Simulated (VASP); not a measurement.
# CaICl in VASP: single point with PBE

Aim: the single point of CaICl with PBE.

Program: VASP 6.6.1. These are calculated values, not measurements. Logs are shortened: lines on timing, memory, paths and dates and some standing lists are left out, and cuts for length are marked.

**1. The cell of the first run**

The cell holds a sheet with vacuum, 6 atoms: a = 8.561 Å, b = 4.239 Å, c = 30.448 Å, α = 90.00°, β = 90.00°, γ = 121.19°.

**2. Single point, PBE**

INCAR reads:

```
ALGO = Normal
DIPOL = 0.5 0.5 0.298
EDIFF = 1E-6
ENCUT = 520
GGA = PE
IDIPOL = 3
ISIF = 2
ISMEAR = 0
LASPH = True
LCHARG = False
LDIPOL = True
LREAL = False
LWAVE = False
NBANDS = 33
NELM = 80
PREC = Accurate
SIGMA = 0.1
```

KPOINTS reads:

```
k-points
0
Gamma
  4 4 1
```

POSCAR reads:

```
CaICl
1.0
    8.5607676802     -0.0647062519      0.0000000000
   -2.1682105433      3.6430037257      0.0000000000
    0.0000000000      0.0000000000     30.4478406400
Ca I Cl
2 2 2
Direct
    0.4895858280     -0.0063215145      0.3079466369
   -0.0104635243      0.0001104624      0.3021739864
    0.1723177443      0.6931756595      0.2390552202
    0.6621887496      0.6456325236      0.2396884784
    0.1792199324      0.6354342869      0.3528956598
    0.6738179367      0.6986352488      0.3463471135
```

Potentials or basis: VASP PAW PBE potentials, release 64 (Ca_sv, I, Cl).

On the command line:

```console
> cat potpaw_PBE.64/Ca_sv/POTCAR potpaw_PBE.64/I/POTCAR potpaw_PBE.64/Cl/POTCAR > POTCAR
> mpirun -np 1 vasp_std > vasp.out
```

OUTCAR:

```text
EDIFF = 1E-6
   ENCUT = 520
   GGA = PE
   ISIF = 2
   ISMEAR = 0
   LASPH = True
   LREAL = False
   NELM = 80
   PREC = Accurate

 ion  position               nearest neighbor table
   1  0.490  0.994  0.308-   5 2.66   6 2.73   6 2.81   3 3.13   4 3.15   4 3.31
   2  0.990  0.000  0.302-   6 2.68   5 2.78   4 3.06   3 3.15   3 3.16
   3  0.172  0.693  0.239-   1 3.13   2 3.15   2 3.16
   4  0.662  0.646  0.240-   2 3.06   1 3.15   1 3.31
   5  0.179  0.635  0.353-   1 2.66   2 2.78
   6  0.674  0.699  0.346-   2 2.68   1 2.73   1 2.81

  Warning from LATTYP: Monoclinic adjustment (A1->A3, A2->A1, A3->A2)!
  Warning from LATTYP: Got some problem with cell dimensions!
  Tried to take original basis but could not verify dimensions!
  LATTYP: Found a simple monoclinic cell.
 ALAT       =     4.2394118820
 B/A-ratio  =     7.1820906973
 C/A-ratio  =     1.7280493347
 COS(beta)  =    -0.0265525913

  Lattice vectors:

 A1 = (  -2.1682105433,   3.6430037257,   0.0000000000)
 A2 = (   0.0000000000,   0.0000000000,  30.4478406400)
 A3 = (   6.3925571369,   3.5782974738,   0.0000000000)

Analysis of symmetry for initial positions (statically):
=====================================================================
 Subroutine PRICEL returns:
 Original cell was already a primitive cell.

 Routine SETGRP: Setting up the symmetry group for a
 simple monoclinic supercell.

 Subroutine GETGRP returns: Found  1 space group operations
 (whereof  1 operations were pure point group operations)
 out of a pool of  4 trial point group operations.

The static configuration has the point symmetry C_1 .

Analysis of symmetry for dynamics (positions and initial velocities):
=====================================================================
 Subroutine PRICEL returns:
 Original cell was already a primitive cell.

 Routine SETGRP: Setting up the symmetry group for a
 simple monoclinic supercell.

 Subroutine GETGRP returns: Found  1 space group operations
 (whereof  1 operations were pure point group operations)
 out of a pool of  4 trial point group operations.

The dynamic configuration has the point symmetry C_1 .

 Subroutine INISYM returns: Found  1 space group operations
 (whereof  1 operations are pure point group operations),
 and found     1 'primitive' translations

----------------------------------------------------------------------------------------

[... 86 lines left out ...]
   LREAL  =      F    real-space projection
[... 7 lines left out ...]
   TEBEG  =    0.0;   TEEND  =   0.0 temperature during run
   PSTRESS=    0.0 pullay stress
   NELECT =      48.0000    total number of electrons
   NUPDOWN=      -1.0000    fix difference up-down
   EMIN   =  10.00;   EMAX   =-10.00  energy-range for DOS
   EFERMI =   0.00;   METHOD = LEGACY
   ISMEAR =     0;   SIGMA  =   0.10  broadening in eV -4-tet -1-fermi 0-gaus
   EFERMI_NEDOS =   21; number of points for ismear=-14 and -15
   IALGO  =     38    algorithm
   IMIX   =      4    mixing-type and parameters
     AMIX     =   0.40;   BMIX     =  1.00
     AMIX_MAG =   1.60;   BMIX_MAG =  1.00
  volume/ion in A,a.u.               =     157.55      1063.20
  Fermi-wavevector in a.u.,A,eV,Ry     =   0.606222  1.145593  5.000210  0.367505
  Thomas-Fermi vector in A             =   1.660236
   LORBIT       =      0    0 simple, 1 ext, 2 COOP (PROOUT), +10 PAW based schemes
   GGA     = PE    functional components
   LHFCALC =     F    Hartree Fock is set to
   AEXX    =    0.0000 exact exchange contribution
   IVDW    =     0    specifies the selected vdW correction
   LEPSILON=     F    determine dielectric tensor
   LRPA    =     F    only Hartree local field effects (RPA)
 non-spin polarized calculation
 Gauss-broadening in eV      SIGMA  =   0.10
  energy-cutoff  :      520.00
  volume of cell :      945.30
 maximum number of plane-waves:     25519
   NGX = 31   NGY = 15   NGZ =113

 dipolmoment           0.000000      0.000000      0.000040 electrons x Angstroem

 number of electron      48.0000000 magnetization

 dipolmoment           0.000000      0.000000     -0.122138 electrons x Angstroem

 Free energy of the ion-electron system (eV)
  ---------------------------------------------------
  ext. energy  EPLUGINS =         0.00000000
  ---------------------------------------------------
  free energy    TOTEN  =       -21.51951350 eV

  energy without entropy =      -21.51951350  energy(sigma->0) =      -21.51951350

 E-fermi :  -4.0099     XC(G=0):  -2.0258

 val. band max:       -4.5910698942   @ k =   0.0000   0.0000   0.0000
 cond. band min:      -1.5437305549   @ k =   0.0000   0.0000   0.0000
 fundamental gap:      3.0473393393
 Fermi energy:        -4.0098763088

 k-point     1 :       0.0000    0.0000    0.0000
  band No.  band energies     occupation
      1     -44.8597      2.00000
      2     -44.7884      2.00000
      3     -25.9282      2.00000
      4     -25.8952      2.00000
      5     -25.8521      2.00000
      6     -25.8247      2.00000
[... 349 lines left out ...]
     32       0.7134      0.00000
     33       1.0960      0.00000

------------------------ aborting loop because EDIFF is reached ----------------------------------------

 vacuum level on the upper side and lower side of the slab       (xc-potential included)        -0.355         0.345

  FORCE on cell =-STRESS in cart. coord.  units (eV):
  Direction    XX          YY          ZZ          XY          YZ          ZX
  --------------------------------------------------------------------------------------
  -------------------------------------------------------------------------------------
  Total        0.3979306      0.4794062      3.6991778      0.6870953     -0.1391622     -0.0547222
  in kB        0.6744460      0.8125377      6.2696757      1.1645465     -0.2358638     -0.0927477
  external PRESSURE =       2.5855531 kB  Pullay stress =       0.0000000 kB

 VOLUME and BASIS-vectors are now :
 -----------------------------------------------------------------------------
  energy-cutoff  :      520.00
  volume of cell :      945.30
      direct lattice vectors                 reciprocal lattice vectors
     8.560767680 -0.064706252  0.000000000     0.117339816  0.069837268  0.000000000
    -2.168210543  3.643003726  0.000000000     0.002084165  0.275739193  0.000000000
     0.000000000  0.000000000 30.447840640     0.000000000  0.000000000  0.032843052

 POSITION                                       TOTAL-FORCE (eV/Angst)
 -----------------------------------------------------------------------------------
      2.03673      3.58830      9.37631         0.187650      0.134021     -0.579728
      8.47095     -0.06363      9.20055         0.463540      0.150067     -0.267903
     -0.02778      2.51409      7.27872        -0.134529     -0.086228     -0.162697
      4.26898      2.30919      7.29800        -0.126885      0.013324     -0.644243
      0.15650      2.30329     10.74491        -0.316491     -0.093038      0.394260
      4.25361      2.50153     10.54552        -0.073286     -0.118146      1.260311
 -----------------------------------------------------------------------------------
    total drift:                                0.000422      0.000156     -0.000455

  FREE ENERGIE OF THE ION-ELECTRON SYSTEM (eV)
  ---------------------------------------------------
  free  energy   TOTEN  =       -21.5195135036 eV

  energy  without entropy=      -21.5195135036  energy(sigma->0) =      -21.51951350

 vacuum level on the upper side and lower side of the slab         1.351         2.062
```

OSZICAR:

```text
N       E                     dE             d eps       ncg     rms          rms(c)
DAV:   1     0.377114595013E+03    0.37711E+03   -0.17625E+04   852   0.101E+03
DAV:   2     0.439914260665E+02   -0.33312E+03   -0.32403E+03   968   0.222E+02
DAV:   3    -0.185502854795E+02   -0.62542E+02   -0.62195E+02   998   0.807E+01
[... 15 lines left out ...]
DAV:  19    -0.215194903182E+02   -0.13701E-04   -0.17631E-07   600   0.171E-03    0.487E-04
DAV:  20    -0.215195040926E+02   -0.13774E-04   -0.26533E-07   600   0.145E-03    0.635E-04
DAV:  21    -0.215195084009E+02   -0.43083E-05   -0.54668E-08   592   0.829E-04    0.278E-04
DAV:  22    -0.215195126953E+02   -0.42944E-05   -0.91921E-08   584   0.808E-04    0.259E-04
DAV:  23    -0.215195135036E+02   -0.80834E-06    0.46653E-09   576   0.463E-04
   1 F= -.21519514E+02 E0= -.21519514E+02  d E =-.754156E-17
```

Run time: 13 min. Hardware: 1 thread of Intel Xeon Platinum 8488C (Sapphire Rapids), shared host; peak memory 1.1 GiB.

Results:

```yaml
Free_energy: -21.5195 eV
Largest_force: 1.268 eV/Å
Band_gap_on_the_k_mesh: 3.05 eV
```

Forces on the atoms (eV/Å):
```
Ca   0.188  0.134 -0.580
Ca   0.464  0.150 -0.268
I   -0.135 -0.086 -0.163
I   -0.127  0.013 -0.644
Cl  -0.316 -0.093  0.394
Cl  -0.073 -0.118  1.260
```

Caveat: spin-orbit coupling is left out, which moves the levels of the heavy elements.
